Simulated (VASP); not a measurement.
# Ti (P6/mmm) in VASP: single point with PBEsol

Aim: the single point of Ti with PBEsol.

Everything below comes from runs of VASP 6.6.1. Logs are shortened: lines on timing, memory, paths and dates and some standing lists are left out, and cuts for length are marked.

### Step 1. The cell of the first run

The structure is hexagonal, space group P6/mmm (No. 191). Conventional cell: a = 4.600 Å, b = 4.600 Å, c = 2.820 Å, α = 90.00°, β = 90.00°, γ = 120.00°. Ti (site symmetry 6/mmm) has 14 Ti at 2.82 to 3.01 Å within 3.7 Å. Within 3.5 Å of Ti (site symmetry -6m2) lie 11 Ti at 2.66 to 3.01 Å.

### Step 2. Single point, PBEsol

Contents of INCAR:

```
SYSTEM = Ti
PREC     = Accurate       ! precision mode
ENCUT    = 520            ! plane-wave cutoff, eV
EDIFF    = 1E-7           ! SCF threshold, eV
ISMEAR   = -1             ! smearing method
SIGMA    = 0.1            ! smearing width, eV
LREAL    = .False.        ! projectors in reciprocal space
LASPH    = .True.         ! aspherical terms in the spheres
NELM     = 100            ! most SCF steps
ALGO     = Normal         ! electronic algorithm
ISIF     = 2              ! what is computed and relaxed
LWAVE    = .False.        ! write WAVECAR
LCHARG   = .False.        ! write CHGCAR
GGA      = PS             ! functional
NBANDS   = 25             ! bands
```

Contents of KPOINTS:

```
regular mesh
0
Gamma
  7 7 10
  0 0 0
```

Contents of POSCAR:

```
Ti
1.0
    4.6000000000      0.0000000000      0.0000000000
   -2.3000000000      3.9837200000      0.0000000000
    0.0000000000      0.0000000000      2.8200000000
Ti
3
Direct
    0.0000000000      0.0000000000      0.0000000000
    0.3333333333      0.6666666667      0.5000000000
    0.6666666667      0.3333333333      0.5000000000
```

Potentials or basis: VASP PAW PBE potentials, release 64 (Ti_sv).

Launch:

```
$ cat potpaw_PBE.64/Ti_sv/POTCAR > POTCAR
$ mpirun -np 1 vasp_std > vasp.out
```

OUTCAR:

```text
SYSTEM = Ti
   PREC = Accurate
   ENCUT = 520
   EDIFF = 1E-7
   ISMEAR = -1
   LREAL = .False.
   LASPH = .True.
   NELM = 100
   ISIF = 2
   GGA = PS

 ion  position               nearest neighbor table
   1  0.000  0.000  0.000-
   2  0.333  0.667  0.500-   3 2.66   3 2.66   3 2.66
   3  0.667  0.333  0.500-   2 2.66   2 2.66   2 2.66

  LATTYP: Found a hexagonal cell.
 ALAT       =     4.6000000000
 C/A-ratio  =     0.6130434783

  Lattice vectors:

 A1 = (   4.6000000000,   0.0000000000,   0.0000000000)
 A2 = (  -2.3000000000,   3.9837200000,   0.0000000000)
 A3 = (   0.0000000000,   0.0000000000,   2.8200000000)

Analysis of symmetry for initial positions (statically):
=====================================================================
 Subroutine PRICEL returns:
 Original cell was already a primitive cell.

 Routine SETGRP: Setting up the symmetry group for a
 hexagonal supercell.

 Subroutine GETGRP returns: Found 24 space group operations
 (whereof 24 operations were pure point group operations)
 out of a pool of 24 trial point group operations.

The static configuration has the point symmetry D_6h.

Analysis of symmetry for dynamics (positions and initial velocities):
=====================================================================
 Subroutine PRICEL returns:
 Original cell was already a primitive cell.

 Routine SETGRP: Setting up the symmetry group for a
 hexagonal supercell.

 Subroutine GETGRP returns: Found 24 space group operations
 (whereof 24 operations were pure point group operations)
 out of a pool of 24 trial point group operations.

The dynamic configuration has the point symmetry D_6h.

 Subroutine INISYM returns: Found 24 space group operations
 (whereof 24 operations are pure point group operations),
 and found     1 'primitive' translations

----------------------------------------------------------------------------------------

                                     Primitive cell

  volume of cell :      51.6768

  direct lattice vectors                    reciprocal lattice vectors
     4.600000000  0.000000000  0.000000000     0.217391304  0.125510829  0.000000000
    -2.300000000  3.983720000  0.000000000     0.000000000  0.251021658  0.000000000
     0.000000000  0.000000000  2.820000000     0.000000000  0.000000000  0.354609929

  length of vectors
     4.600000000  4.600002722  2.820000000     0.251021807  0.251021658  0.354609929

  position of ions in fractional coordinates (direct lattice)
     0.000000000  0.000000000  0.000000000
     0.333333333  0.666666667  0.500000000
     0.666666667  0.333333333  0.500000000

  ion indices of the primitive-cell ions
   primitive index   ion index
                 1           1
                 2           2
                 3           3

----------------------------------------------------------------------------------------

 KPOINTS: regular mesh

Automatic generation of k-mesh.
 Grid dimensions read from file:
 generate k-points for:    7    7   10

 Generating k-lattice:

  Cartesian coordinates                     Fractional coordinates (reciprocal lattice)
     0.031055901  0.017930118  0.000000000     0.142857143  0.000000000  0.000000000
     0.000000000  0.035860237  0.000000000     0.000000000  0.142857143  0.000000000
     0.000000000  0.000000000  0.035460993     0.000000000  0.000000000  0.100000000

  Length of vectors
     0.035860258  0.035860237  0.035460993

  Shift w.r.t. Gamma in fractional coordinates (k-lattice)
     0.000000000  0.000000000  0.000000000

 Subroutine IBZKPT returns following result:
 ===========================================

 Found     48 irreducible k-points:

 Following reciprocal coordinates:
            Coordinates               Weight
  0.000000  0.000000  0.000000      1.000000
  0.142857  0.000000  0.000000      6.000000
  0.285714  0.000000  0.000000      6.000000
  0.428571  0.000000  0.000000      6.000000
  0.142857  0.142857  0.000000      6.000000
  0.285714  0.142857  0.000000     12.000000
[... 16 lines left out ...]
  0.428571  0.142857  0.200000     12.000000
  0.285714  0.285714  0.200000     12.000000
 [... further k-points ...]
   k-points           NKPTS =     48   k-points in BZ     NKDIM =     48   number of bands    NBANDS=     25
   number of dos      NEDOS =    301   number of ions     NIONS =      3
   total plane-waves  NPLWV =  31104
   dimension x,y,z NGX =    36 NGY =   36 NGZ =   24
   dimension x,y,z NGXF=    72 NGYF=   72 NGZF=   48
   ions per type =               3
   NGX,Y,Z   is equivalent  to a cutoff of  13.01, 13.01, 14.15 a.u.
   NGXF,Y,Z  is equivalent  to a cutoff of  26.02, 26.02, 28.30 a.u.
 SYSTEM =  Ti
   PREC   = accura    normal or accurate (medium, high low for compatibility)
   ISTART =      0    job   : 0-new  1-cont  2-samecut
   ICHARG =      2    charge: 1-file 2-atom 10-const
   ISPIN  =      1    spin polarized calculation?
   LNONCOLLINEAR =      F non collinear calculations
   LSORBIT =      F    spin-orbit coupling
   LASPH  =      T    aspherical Exc in radial PAW
   ENCUT  =  520.0 eV  38.22 Ry    6.18 a.u.   8.55  8.55  5.24*2*pi/ulx,y,z
   NELM   =    100;   NELMIN=  2; NELMDL= -5     # of ELM steps
   EDIFF  = 0.1E-06   stopping-criterion for ELM
   LREAL  =      F    real-space projection
   EDIFFG = 0.1E-05   stopping-criterion for IOM
   NSW    =      0    number of steps for IOM
   IBRION =     -1    ionic relax: 0-MD 1-quasi-New 2-CG
   NFREE  =      0    steps in history (QN), initial steepest desc. (CG)
   ISIF   =      2    stress and relaxation
   ISYM   =      2    0-nonsym 1-usesym 2-fastsym
   POTIM  = 0.5000    time-step for ionic-motion
   TEBEG  =    0.0;   TEEND  =   0.0 temperature during run
   PSTRESS=    0.0 pullay stress
   NELECT =      36.0000    total number of electrons
   NUPDOWN=      -1.0000    fix difference up-down
   EMIN   =  10.00;   EMAX   =-10.00  energy-range for DOS
   EFERMI =   0.00;   METHOD = LEGACY
   ISMEAR =    -1;   SIGMA  =   0.10  broadening in eV -4-tet -1-fermi 0-gaus
   EFERMI_NEDOS =   21; number of points for ismear=-14 and -15
   IALGO  =     38    algorithm
   IMIX   =      4    mixing-type and parameters
     AMIX     =   0.40;   BMIX     =  1.00
     AMIX_MAG =   1.60;   BMIX_MAG =  1.00
  volume/ion in A,a.u.               =      17.23       116.24
  Fermi-wavevector in a.u.,A,eV,Ry     =   1.451255  2.742474 28.655792  2.106141
  Thomas-Fermi vector in A             =   2.568773
   LORBIT       =      0    0 simple, 1 ext, 2 COOP (PROOUT), +10 PAW based schemes
   GGA     = PS    functional components
   LHFCALC =     F    Hartree Fock is set to
   AEXX    =    0.0000 exact exchange contribution
   IVDW    =     0    specifies the selected vdW correction
   LEPSILON=     F    determine dielectric tensor
   LRPA    =     F    only Hartree local field effects (RPA)
 non-spin polarized calculation
  energy-cutoff  :      520.00
  volume of cell :       51.68
 maximum number of plane-waves:      1420
 NGX is ok and might be reduce to    36
   NGX = 17   NGY = 17   NGZ = 11

 number of electron      35.9999981 magnetization

 Free energy of the ion-electron system (eV)
  ---------------------------------------------------
  ext. energy  EPLUGINS =         0.00000000
  ---------------------------------------------------
  free energy    TOTEN  =       -25.06844388 eV

  energy without entropy =      -24.96258861  energy(sigma->0) =      -25.01551625

 E-fermi :   8.1539     XC(G=0): -11.6737

 val. band max:        8.1191263508   @ k =   0.4286   0.0000   0.1000
 cond. band min:       8.1723727816   @ k =   0.2857   0.0000   0.1000
 fundamental gap:      0.0532464308
 Fermi energy:         8.1538612269

 k-point     1 :       0.0000    0.0000    0.0000
  band No.  band energies     occupation
      1     -48.4556      2.00000
      2     -48.2204      2.00000
      3     -48.0642      2.00000
      4     -24.8684      2.00000
      5     -24.8683      2.00000
      6     -24.7776      2.00000
[... 17 lines left out ...]
     24      10.0512      0.00000
     25      10.1273      0.00000

 k-point     2 :       0.1429    0.0000    0.0000
  band No.  band energies     occupation
      1     -48.4527      2.00000
      2     -48.2159      2.00000
      3     -48.0718      2.00000
      4     -24.9240      2.00000
      5     -24.9062      2.00000
      6     -24.7205      2.00000
[... 17 lines left out ...]
     24       9.7907      0.00000
     25      10.5083      0.00000

 k-point     3 :       0.2857    0.0000    0.0000
  band No.  band energies     occupation
      1     -48.4466      2.00000
      2     -48.2021      2.00000
      3     -48.0923      2.00000
      4     -24.9911      2.00000
      5     -24.9068      2.00000
      6     -24.6499      2.00000
[... 17 lines left out ...]
     24      10.0652      0.00000
     25      10.9142      0.00000

 k-point     4 :       0.4286    0.0000    0.0000
  band No.  band energies     occupation
      1     -48.4420      2.00000
      2     -48.1836      2.00000
      3     -48.1160      2.00000
      4     -25.0294      2.00000
      5     -24.8552      2.00000
      6     -24.6404      2.00000
[... 17 lines left out ...]
     24      10.4704      0.00000
     25      10.6380      0.00000
[... 477 lines left out ...]
 k-point    22 :       0.2857    0.1429    0.2000
  band No.  band energies     occupation
      1     -48.4224      2.00000
      2     -48.1688      2.00000
      3     -48.0903      2.00000
      4     -24.9395      2.00000
      5     -24.8795      2.00000
      6     -24.7265      2.00000
[... 17 lines left out ...]
     24      10.3206      0.00000
     25      10.6284      0.00000

 k-point    23 :       0.4286    0.1429    0.2000
  band No.  band energies     occupation
      1     -48.4210      2.00000
      2     -48.1535      2.00000
      3     -48.1073      2.00000
      4     -24.9519      2.00000
      5     -24.8447      2.00000
      6     -24.7696      2.00000
[... 17 lines left out ...]
     24      10.4787      0.00000
     25      10.8090      0.00000

 k-point    24 :       0.2857    0.2857    0.2000
  band No.  band energies     occupation
      1     -48.4207      2.00000
      2     -48.1462      2.00000
      3     -48.1149      2.00000
      4     -24.9002      2.00000
      5     -24.8781      2.00000
      6     -24.8099      2.00000
[... 17 lines left out ...]
     24      10.6670      0.00000
     25      10.7480      0.00000

 [... further k-points ...]

------------------------ aborting loop because EDIFF is reached ----------------------------------------

  FORCE on cell =-STRESS in cart. coord.  units (eV):
  Direction    XX          YY          ZZ          XY          YZ          ZX
  --------------------------------------------------------------------------------------
  -------------------------------------------------------------------------------------
  Total       -1.8099543     -1.8099572     -1.2462933      0.0000000      0.0000000     -0.0000000
  in kB      -56.1154493    -56.1155379    -38.6398201      0.0000000      0.0000000     -0.0000000
  external PRESSURE =     -50.2902691 kB  Pullay stress =       0.0000000 kB

 VOLUME and BASIS-vectors are now :
 -----------------------------------------------------------------------------
  energy-cutoff  :      520.00
  volume of cell :       51.68
      direct lattice vectors                 reciprocal lattice vectors
     4.600000000  0.000000000  0.000000000     0.217391304  0.125510829  0.000000000
    -2.300000000  3.983720000  0.000000000     0.000000000  0.251021658  0.000000000
     0.000000000  0.000000000  2.820000000     0.000000000  0.000000000  0.354609929

 POSITION                                       TOTAL-FORCE (eV/Angst)
 -----------------------------------------------------------------------------------
      0.00000      0.00000      0.00000         0.000000      0.000000      0.000000
     -0.00000      2.65581      1.41000         0.000000     -0.000000     -0.000000
      2.30000      1.32791      1.41000        -0.000000      0.000000      0.000000
 -----------------------------------------------------------------------------------
    total drift:                                0.000000      0.000000     -0.000000

  FREE ENERGIE OF THE ION-ELECTRON SYSTEM (eV)
  ---------------------------------------------------
  free  energy   TOTEN  =       -25.0684438768 eV

  energy  without entropy=      -24.9625886133  energy(sigma->0) =      -25.01551625
```

Wall time 81 s (1 thread of AMD EPYC 7R43 (Zen 3), shared host); peak memory 0.16 GiB.

Results:

- Free energy: -25.0684 eV
- Pressure: -5.0 GPa
- Band gap on the k mesh: zero (band 18 reaches 8.33 eV, above the bottom of band 19 at 8.09 eV)

Caveat: the PAW data sets were made with another functional, which shifts forces and pressure a little.
